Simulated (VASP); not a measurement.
Here is a VASP 6.6.1 calculation.

Contents of INCAR:

```
SYSTEM = Ge
ALGO = Normal
EDIFF = 1E-6
ENCUT = 500
GGA_COMPAT = .FALSE.
ISIF = 2
ISMEAR = 0
LASPH = .TRUE.
LCHARG = .FALSE.
LREAL = .FALSE.
LWAVE = .FALSE.
NBANDS = 21
NELM = 120
PREC = Accurate
SIGMA = 0.15
```

File KPOINTS:

```
k-points
0
G
  22 22 22
  0 0 0
```

The input POSCAR:

```
Ge
1.0
   -2.5744897190      2.5744897190      1.3974126432
    2.5744897190     -2.5744897190      1.3974126432
    2.5744897190      2.5744897190     -1.3974126432
Ge
2
Direct
    0.2500000000      0.7500000000      0.5000000000
    0.5000000000      0.5000000000      0.0000000000
```

Potentials or basis: VASP PAW LDA potentials, release 64 (Ge_d).

Launch:

```sh
$ cat potpaw_LDA.64/Ge_d/POTCAR > POTCAR
$ mpirun -np 1 vasp_std > vasp.out
```

(1) Estimate the band gap on the k mesh.

(2) Estimate the pressure.

Answers

(1) zero (bands 14 and 15 overlap by 5.26 eV).

(2) -2.6 GPa.
